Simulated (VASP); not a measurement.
# H10C21F2 in VASP: single point with PBE

Aim: the single point of H10C21F2 with PBE.

Program: VASP 6.6.1. These are calculated values, not measurements. Logs are shortened: lines on timing, memory, paths and dates and some standing lists are left out, and cuts for length are marked.

### Step 1. The cell of the first run

The cell holds a slab with vacuum, 33 atoms: a = 5.049 Å, b = 5.049 Å, c = 15.836 Å, α = 90.00°, β = 90.00°, γ = 90.00°.

### Step 2. Single point, PBE

The input, INCAR:

```
  ALGO = Normal
  EDIFF = 1E-7
  ENCUT = 520
  GGA = PE
  ISIF = 2
  ISMEAR = -1
  LASPH = True
  LCHARG = False
  LREAL = Auto
  LWAVE = False
  NBANDS = 76
  NELM = 80
  PREC = Accurate
  SIGMA = 0.05
```

The input, KPOINTS:

```
k-points
0
Gamma
  2 2 1
```

The input, POSCAR:

```
H10C21F2
1.0
    5.0487420000      0.0000000000      0.0000000000
    0.0000000000      5.0487420000      0.0000000000
    0.0000000000      0.0000000000     15.8355610000
H C F
10 21 2
Direct
    0.4277868000      0.0000000000      0.0631490000
    0.0722132000      0.0000000000      0.0631490000
    0.9277868000      0.0000000000      0.0631490000
    0.5722132000      0.0000000000      0.0631490000
    0.4277868000      0.5000000000      0.0631490000
    0.0722132000      0.5000000000      0.0631490000
    0.9277868000      0.5000000000      0.0631490000
    0.5722132000      0.5000000000      0.0631490000
    0.2521235082      0.4892205686      0.3891205092
    0.7456023197      0.5032380096      0.3879030060
    0.2500000000      0.0000000000      0.1032297000
    0.7500000000      0.0000000000      0.1032297000
    0.2500000000      0.5000000000      0.1032297000
    0.7500000000      0.5000000000      0.1032297000
    0.2500000000      0.2500000000      0.1595902000
    0.7500000000      0.2500000000      0.1595902000
    0.2500000000      0.7500000000      0.1595902000
    0.7500000000      0.7500000000      0.1595902000
   -0.0015899607      0.2522769510      0.2120949357
    0.5001298399      0.2514566003      0.2116721864
    0.0005373130      0.7496622804      0.2204023348
    0.5001999556      0.7497423203      0.2202834620
    0.0033493673      0.0138012797      0.2739765656
    0.5007298297      0.0133589567      0.2738346648
   -0.0007472897      0.4848145203      0.2735928962
    0.5003069299      0.4841242929      0.2730842695
    0.2509747974      0.0957648466      0.3177827849
    0.7508649971      0.0873567437      0.3267323151
    0.2502554239      0.4109131080      0.3246321313
    0.7490344893      0.4183888002      0.3244210424
    0.7623200944     -0.0205415595      0.4156949221
    1.0122079591     -0.1017103432      0.4346951819
    0.6879776183      0.1563898562      0.4760707743
```

Potentials or basis: VASP PAW PBE potentials, release 64 (H, C, F).

The run is started by

```
$ cat potpaw_PBE.64/H/POTCAR potpaw_PBE.64/C/POTCAR potpaw_PBE.64/F/POTCAR > POTCAR
$ mpirun -np 1 vasp_std > vasp.out
```

OUTCAR:

```text
EDIFF = 1E-7
   ENCUT = 520
   GGA = PE
   ISIF = 2
   ISMEAR = -1
   LASPH = True
   LREAL = Auto
   NELM = 80
   PREC = Accurate

 ion  position               nearest neighbor table
   1  0.428  0.000  0.063-   4 0.73  11 1.10
   2  0.072  0.000  0.063-   3 0.73  11 1.10
   3  0.928  0.000  0.063-   2 0.73  12 1.10
   4  0.572  0.000  0.063-   1 0.73  12 1.10
   5  0.428  0.500  0.063-   8 0.73  13 1.10
   6  0.072  0.500  0.063-   7 0.73  13 1.10
   7  0.928  0.500  0.063-   6 0.73  14 1.10
   8  0.572  0.500  0.063-   5 0.73  14 1.10
   9  0.252  0.489  0.389-  29 1.10
  10  0.746  0.503  0.388-  30 1.09
  11  0.250  0.000  0.103-   1 1.10   2 1.10  15 1.55  17 1.55
  12  0.750  0.000  0.103-   3 1.10   4 1.10  16 1.55  18 1.55
  13  0.250  0.500  0.103-   5 1.10   6 1.10  15 1.55  17 1.55
  14  0.750  0.500  0.103-   7 1.10   8 1.10  16 1.55  18 1.55
  15  0.250  0.250  0.160-  20 1.51  19 1.52  11 1.55  13 1.55
  16  0.750  0.250  0.160-  19 1.50  20 1.51  12 1.55  14 1.55
[... 8 lines left out ...]
  25  0.999  0.485  0.274-  19 1.53  30 1.53  29 1.55  21 1.58
  26  0.500  0.484  0.273-  20 1.52  30 1.53  29 1.55  22 1.58
  27  0.251  0.096  0.318-  23 1.49  24 1.50  29 1.59
  28  0.751  0.087  0.327-  31 1.51  24 1.56  23 1.57  30 1.67
  29  0.250  0.411  0.325-   9 1.10  26 1.55  25 1.55  27 1.59
  30  0.749  0.418  0.324-  10 1.09  26 1.53  25 1.53  28 1.67
  31  0.762  0.979  0.416-  32 1.36  33 1.36  28 1.51
  32  0.012  0.898  0.435-  31 1.36
  33  0.688  0.156  0.476-  31 1.36

  LATTYP: Found a simple tetragonal cell.
 ALAT       =     5.0487420000
 C/A-ratio  =     3.1365359925

  Lattice vectors:

 A1 = (   5.0487420000,   0.0000000000,   0.0000000000)
 A2 = (   0.0000000000,   5.0487420000,   0.0000000000)
 A3 = (   0.0000000000,   0.0000000000,  15.8355610000)

Analysis of symmetry for initial positions (statically):
=====================================================================
 Subroutine PRICEL returns:
 Original cell was already a primitive cell.

 Routine SETGRP: Setting up the symmetry group for a
 simple tetragonal supercell.

 Subroutine GETGRP returns: Found  1 space group operations
 (whereof  1 operations were pure point group operations)
 out of a pool of 16 trial point group operations.

The static configuration has the point symmetry C_1 .

Analysis of symmetry for dynamics (positions and initial velocities):
=====================================================================
 Subroutine PRICEL returns:
 Original cell was already a primitive cell.

 Routine SETGRP: Setting up the symmetry group for a
 simple tetragonal supercell.

 Subroutine GETGRP returns: Found  1 space group operations
 (whereof  1 operations were pure point group operations)
 out of a pool of 16 trial point group operations.

The dynamic configuration has the point symmetry C_1 .

 Subroutine INISYM returns: Found  1 space group operations
 (whereof  1 operations are pure point group operations),
 and found     1 'primitive' translations

----------------------------------------------------------------------------------------

                                     Primitive cell

  volume of cell :     403.6452

  direct lattice vectors                    reciprocal lattice vectors
     5.048742000  0.000000000  0.000000000     0.198069143  0.000000000  0.000000000
     0.000000000  5.048742000  0.000000000     0.000000000  0.198069143  0.000000000
     0.000000000  0.000000000 15.835561000     0.000000000  0.000000000  0.063149010

  length of vectors
     5.048742000  5.048742000 15.835561000     0.198069143  0.198069143  0.063149010

  position of ions in fractional coordinates (direct lattice)
     0.427786800  0.000000000  0.063149000
     0.072213200  0.000000000  0.063149000
     0.927786800  0.000000000  0.063149000
     0.572213200  0.000000000  0.063149000
     0.427786800  0.500000000  0.063149000
     0.072213200  0.500000000  0.063149000
[... 25 lines left out ...]
     0.012207959  0.898289657  0.434695182
     0.687977618  0.156389856  0.476070774

  ion indices of the primitive-cell ions
   primitive index   ion index
                 1           1
                 2           2
                 3           3
                 4           4
                 5           5
                 6           6
[... 25 lines left out ...]
                32          32
                33          33

----------------------------------------------------------------------------------------

 KPOINTS: k-points

Automatic generation of k-mesh.
 Grid dimensions read from file:
 generate k-points for:    2    2    1

 Generating k-lattice:

  Cartesian coordinates                     Fractional coordinates (reciprocal lattice)
     0.099034571  0.000000000  0.000000000     0.500000000  0.000000000  0.000000000
     0.000000000  0.099034571  0.000000000     0.000000000  0.500000000  0.000000000
     0.000000000  0.000000000  0.063149010     0.000000000  0.000000000  1.000000000

  Length of vectors
     0.099034571  0.099034571  0.063149010

  Shift w.r.t. Gamma in fractional coordinates (k-lattice)
     0.000000000  0.000000000  0.000000000

 Subroutine IBZKPT returns following result:
 ===========================================

 Found      4 irreducible k-points:

 Following reciprocal coordinates:
            Coordinates               Weight
  0.000000  0.000000  0.000000      1.000000
  0.500000  0.000000  0.000000      1.000000
  0.000000  0.500000  0.000000      1.000000
  0.500000  0.500000  0.000000      1.000000
   k-points           NKPTS =      4   k-points in BZ     NKDIM =      4   number of bands    NBANDS=     76
   number of dos      NEDOS =    301   number of ions     NIONS =     33
   total plane-waves  NPLWV = 192000
   dimension x,y,z NGX =    40 NGY =   40 NGZ =  120
   dimension x,y,z NGXF=    80 NGYF=   80 NGZF=  240
   ions per type =              10  21   2
   NGX,Y,Z   is equivalent  to a cutoff of  13.17, 13.17, 12.60 a.u.
   NGXF,Y,Z  is equivalent  to a cutoff of  26.34, 26.34, 25.20 a.u.
 SYSTEM =  unknown system
   PREC   = accura    normal or accurate (medium, high low for compatibility)
   ISTART =      0    job   : 0-new  1-cont  2-samecut
   ICHARG =      2    charge: 1-file 2-atom 10-const
   ISPIN  =      1    spin polarized calculation?
   LNONCOLLINEAR =      F non collinear calculations
   LSORBIT =      F    spin-orbit coupling
   LASPH  =      T    aspherical Exc in radial PAW
   ENCUT  =  520.0 eV  38.22 Ry    6.18 a.u.   9.39  9.39 29.44*2*pi/ulx,y,z
   NELM   =     80;   NELMIN=  2; NELMDL= -5     # of ELM steps
   EDIFF  = 0.1E-06   stopping-criterion for ELM
   LREAL  =      T    real-space projection
   EDIFFG = 0.1E-05   stopping-criterion for IOM
   NSW    =      0    number of steps for IOM
   IBRION =     -1    ionic relax: 0-MD 1-quasi-New 2-CG
   NFREE  =      0    steps in history (QN), initial steepest desc. (CG)
   ISIF   =      2    stress and relaxation
   ISYM   =      2    0-nonsym 1-usesym 2-fastsym
   POTIM  = 0.5000    time-step for ionic-motion
   TEBEG  =    0.0;   TEEND  =   0.0 temperature during run
   PSTRESS=    0.0 pullay stress
   NELECT =     108.0000    total number of electrons
   NUPDOWN=      -1.0000    fix difference up-down
   EMIN   =  10.00;   EMAX   =-10.00  energy-range for DOS
   EFERMI =   0.00;   METHOD = LEGACY
   ISMEAR =    -1;   SIGMA  =   0.05  broadening in eV -4-tet -1-fermi 0-gaus
   EFERMI_NEDOS =   21; number of points for ismear=-14 and -15
   IALGO  =     38    algorithm
   IMIX   =      4    mixing-type and parameters
     AMIX     =   0.40;   BMIX     =  1.00
     AMIX_MAG =   1.60;   BMIX_MAG =  1.00
  volume/ion in A,a.u.               =      12.23        82.54
  Fermi-wavevector in a.u.,A,eV,Ry     =   1.054912  1.993494 15.141092  1.112839
  Thomas-Fermi vector in A             =   2.190090
   LORBIT       =      0    0 simple, 1 ext, 2 COOP (PROOUT), +10 PAW based schemes
   GGA     = PE    functional components
   LHFCALC =     F    Hartree Fock is set to
   AEXX    =    0.0000 exact exchange contribution
   IVDW    =     0    specifies the selected vdW correction
   LEPSILON=     F    determine dielectric tensor
   LRPA    =     F    only Hartree local field effects (RPA)
 non-spin polarized calculation
  energy-cutoff  :      520.00
  volume of cell :      403.65
 maximum number of plane-waves:     10887
 NGX is ok and might be reduce to    40
   NGX = 19   NGY = 19   NGZ = 59

 number of electron     108.0000020 magnetization

 Free energy of the ion-electron system (eV)
  ---------------------------------------------------
  ext. energy  EPLUGINS =         0.00000000
  ---------------------------------------------------
  free energy    TOTEN  =      -215.67732113 eV

  energy without entropy =     -215.67213679  energy(sigma->0) =     -215.67472896

 E-fermi :   1.2266     XC(G=0):  -6.0853

 val. band max:        0.9851644297   @ k =   0.5000   0.5000   0.0000
 cond. band min:       1.4674003020   @ k =   0.5000   0.5000   0.0000
 fundamental gap:      0.4822358723
 Fermi energy:         1.2265550135

 k-point     1 :       0.0000    0.0000    0.0000
  band No.  band energies     occupation
      1     -26.5566      2.00000
      2     -25.0166      2.00000
      3     -20.2476      2.00000
      4     -18.0017      2.00000
      5     -16.0489      2.00000
      6     -15.6946      2.00000
[... 58 lines left out ...]
     65       6.4375      0.00000
     66       6.6057      0.00000

 k-point     2 :       0.5000    0.0000    0.0000
  band No.  band energies     occupation
      1     -26.5519      2.00000
      2     -25.0225      2.00000
      3     -19.1467      2.00000
      4     -19.0710      2.00000
      5     -16.8863      2.00000
      6     -16.8783      2.00000
[... 58 lines left out ...]
     65       6.8240      0.00000
     66       7.0040      0.00000

 k-point     3 :       0.0000    0.5000    0.0000
  band No.  band energies     occupation
      1     -26.5540      2.00000
      2     -25.0190      2.00000
      3     -19.6650      2.00000
      4     -18.4268      2.00000
      5     -17.2784      2.00000
      6     -16.0124      2.00000
[... 58 lines left out ...]
     65       6.8216      0.00000
     66       7.0499      0.00000

 k-point     4 :       0.5000    0.5000    0.0000
  band No.  band energies     occupation
      1     -26.5494      2.00000
      2     -25.0245      2.00000
      3     -18.5916      2.00000
      4     -18.4804      2.00000
      5     -17.2991      2.00000
      6     -17.2941      2.00000
[... 58 lines left out ...]
     65       7.0137      0.00000
     66       7.3115      0.00000
 [bands above 66 left out]

------------------------ aborting loop because EDIFF is reached ----------------------------------------

  FORCE on cell =-STRESS in cart. coord.  units (eV):
  Direction    XX          YY          ZZ          XY          YZ          ZX
  --------------------------------------------------------------------------------------
  -------------------------------------------------------------------------------------
  Total       72.4431299     -4.3388100     -4.1248707     -0.5236192      0.1885130      0.0088732
  in kB      287.5464291    -17.2219137    -16.3727305     -2.0783866      0.7482591      0.0352202
  external PRESSURE =      84.6505950 kB  Pullay stress =       0.0000000 kB

 VOLUME and BASIS-vectors are now :
 -----------------------------------------------------------------------------
  energy-cutoff  :      520.00
  volume of cell :      403.65
      direct lattice vectors                 reciprocal lattice vectors
     5.048742000  0.000000000  0.000000000     0.198069143  0.000000000  0.000000000
     0.000000000  5.048742000  0.000000000     0.000000000  0.198069143  0.000000000
     0.000000000  0.000000000 15.835561000     0.000000000  0.000000000  0.063149010

 POSITION                                       TOTAL-FORCE (eV/Angst)
 -----------------------------------------------------------------------------------
      2.15979      0.00000      1.00000        -8.942941     -0.045515      0.056914
      0.36459      0.00000      1.00000         8.955721     -0.037498      0.053116
      4.68416      0.00000      1.00000        -8.951408     -0.046047      0.050247
      2.88896      0.00000      1.00000         8.947656     -0.037139      0.064265
      2.15979      2.52437      1.00000        -8.940799      0.029040      0.067605
      0.36459      2.52437      1.00000         8.916684      0.041845      0.059293
[... 25 lines left out ...]
      0.06163      4.53523      6.88364         0.334463     -0.104741      0.085739
      3.47342      0.78957      7.53885        -0.094818      0.220758      0.251947
 -----------------------------------------------------------------------------------
    total drift:                               -0.007585      0.024178     -0.000920

  FREE ENERGIE OF THE ION-ELECTRON SYSTEM (eV)
  ---------------------------------------------------
  free  energy   TOTEN  =      -215.6773211286 eV

  energy  without entropy=     -215.6721367881  energy(sigma->0) =     -215.67472896
```

Run time: 3.3 min. Hardware: 1 thread of AMD EPYC 9R45 (Zen 5), shared host; peak memory 0.43 GiB.

Results:

```yaml
Free_energy: -215.6773 eV
Largest_force: 8.956 eV/Å
Band_gap_on_the_k_mesh: 0.48 eV
```

Forces in eV/Å, atoms in the order of the input:
```
H   -8.943 -0.046  0.057
H    8.956 -0.037  0.053
H   -8.951 -0.046  0.050
H    8.948 -0.037  0.064
H   -8.941  0.029  0.068
H    8.917  0.042  0.059
H   -8.927  0.033  0.036
H    8.955  0.048  0.042
H    0.002  0.006  0.015
H    0.000 -0.001  0.016
C   -0.022 -0.128  1.005
C    0.047 -0.139  1.016
C    0.005  0.151  1.039
C   -0.001  0.148  0.993
C   -0.096 -0.091 -2.767
C   -0.013 -0.046 -2.892
C    0.027  0.046  0.499
C    0.040  0.066  0.538
C    0.000 -0.011 -0.008
C    0.002 -0.008 -0.007
C   -0.005 -0.001  0.015
C   -0.002  0.002  0.010
C   -0.029 -0.029 -0.005
C    0.015 -0.031 -0.013
C    0.001  0.027 -0.001
C   -0.002  0.035  0.010
C    0.004  0.006  0.036
C    0.000  0.005  0.001
C    0.006  0.007  0.023
C    0.002  0.008  0.018
C   -0.233 -0.122 -0.309
F    0.334 -0.105  0.086
F   -0.095  0.221  0.252
```

Levels at points of the mesh, in eV from the valence-band top:
```
           k point  band 50  band 51  band 52  band 53  band 54  band 55  band 56  band 57  band 58  band 59
(0.00, 0.00, 0.00)    -2.70    -2.53    -0.58    -0.35    -0.09     0.57     2.33     3.82     3.94     4.06
(0.50, 0.00, 0.00)    -2.46    -2.35    -2.30    -2.21    -0.02     0.49     3.54     3.54     4.68     4.78
(0.00, 0.50, 0.00)    -2.98    -2.47    -0.43    -0.29    -0.06     0.60     3.22     3.25     3.79     3.88
(0.50, 0.50, 0.00)    -3.08    -3.07    -2.72    -2.53     0.00     0.48     4.20     4.25     4.29     4.31
```

Caveat: the k points lie up to 0.62 Å⁻¹ apart.
